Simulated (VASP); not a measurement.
A run of VASP 6.6.1:

The input POSCAR:

```
SiS3
1.0
    6.1065230611      0.0000000000      0.0000000000
   -3.0532615306      5.2884040997      0.0000000000
    0.0000000000      0.0000000000      4.9014269462
Si S
2 6
Direct
    0.3333333333      0.6666666667      0.2500000000
    0.6666666667      0.3333333333      0.7500000000
    0.8330000000      0.6660000000      0.2500000000
    0.1670000000      0.8330000000      0.7500000000
    0.3340000000      0.1670000000      0.2500000000
    0.1670000000      0.3340000000      0.7500000000
    0.8330000000      0.1670000000      0.2500000000
    0.6660000000      0.8330000000      0.7500000000
```

The input INCAR.step1:

```
SYSTEM = SiS3
  PREC = Accurate
  ENCUT = 600
  ISMEAR = 0
  SIGMA = 0.1
  LREAL = .False.
  LASPH = .True.
  NELM = 100
  GGA = PE
  ALGO = Normal
  EDIFF = 1E-4
  LWAVE = .True.
  LCHARG = .False.
```

File INCAR.step2:

```
SYSTEM = SiS3
  PREC = Accurate
  ENCUT = 600
  EDIFF = 1E-6
  ISMEAR = 0
  SIGMA = 0.1
  LREAL = .False.
  LASPH = .True.
  NELM = 100
  ALGO = Normal
  ISIF = 3
  LWAVE = .False.
  LCHARG = .False.
  METAGGA = R2SCAN
  LMIXTAU = .True.
  IBRION = 2
  NSW = 90
  EDIFFG = -0.04
  ISTART = 1
```

KPOINTS

```
Automatic mesh
0
Gamma
  3 3 4
  0 0 0
```

Potentials or basis: VASP PAW PBE potentials, release 64 (Si, S).

Launch:

```bash
$ cat potpaw_PBE.64/Si/POTCAR potpaw_PBE.64/S/POTCAR > POTCAR
$ cp INCAR.step1 INCAR
$ mpirun -np 1 vasp_std > vasp.out
$ cp INCAR.step2 INCAR
$ mpirun -np 1 vasp_std > vasp.out
```

Hardware: 1 thread of Intel(R) Xeon(R) 6975P-C (Granite Rapids), with other jobs on the host.

**Question.** How long does it take, and how much memory?

**Answer.** Run time: 41 min on 1 thread of Intel(R) Xeon(R) 6975P-C (Granite Rapids), on a shared host, peak memory 0.35 GiB. Counts: k points 9, ion steps 25.
